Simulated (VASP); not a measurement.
Input of a VASP 6.6.1 run:

Contents of INCAR:

```
PREC = Accurate
ENCUT = 500
EDIFF = 1E-6
ISMEAR = -1
SIGMA = 0.1
LREAL = F
LASPH = T
NELM = 120
ALGO = Normal
ISIF = 2
LWAVE = F
LCHARG = T
GGA = PS
LELF = T
LVHAR = T
NBANDS = 40
GGA_COMPAT = F
```

File KPOINTS:

```
Automatic mesh
0
Gamma
  5 9 6
```

File POSCAR:

```
TiB
1.0
    6.0162511436      0.0000000000      0.0000000000
    0.0000000000      3.0081255718      0.0000000000
    0.0000000000      0.0000000000      4.4826969306
Ti B
4 4
Direct
    0.1770000000      0.2500000000      0.1230000000
    0.8230000000      0.7500000000      0.8770000000
    0.3230000000      0.7500000000      0.6230000000
    0.6770000000      0.2500000000      0.3770000000
    0.0290000000      0.2500000000      0.6030000000
    0.9710000000      0.7500000000      0.3970000000
    0.4710000000      0.7500000000      0.1030000000
    0.5290000000      0.2500000000      0.8970000000
```

Potentials or basis: VASP PAW PBE potentials, release 64 (Ti_sv, B).

Run with:

```sh
$ cat potpaw_PBE.64/Ti_sv/POTCAR potpaw_PBE.64/B/POTCAR > POTCAR
$ mpirun -np 1 vasp_std > vasp.out
```

Question: Predict the band gap on the k mesh.

Answer: Zero (bands 30 and 31 overlap by 1.63 eV).

Question: Estimate the largest force.

Answer: 0.178 eV/Å.

Stress tensor (GPa, compression positive):
```
5.35 0.00 0.00
0.00 6.47 0.00
0.00 0.00 5.90
```

Caveat: the cell stands under pressure; the PAW data sets were made with another functional, which shifts forces and pressure a little.
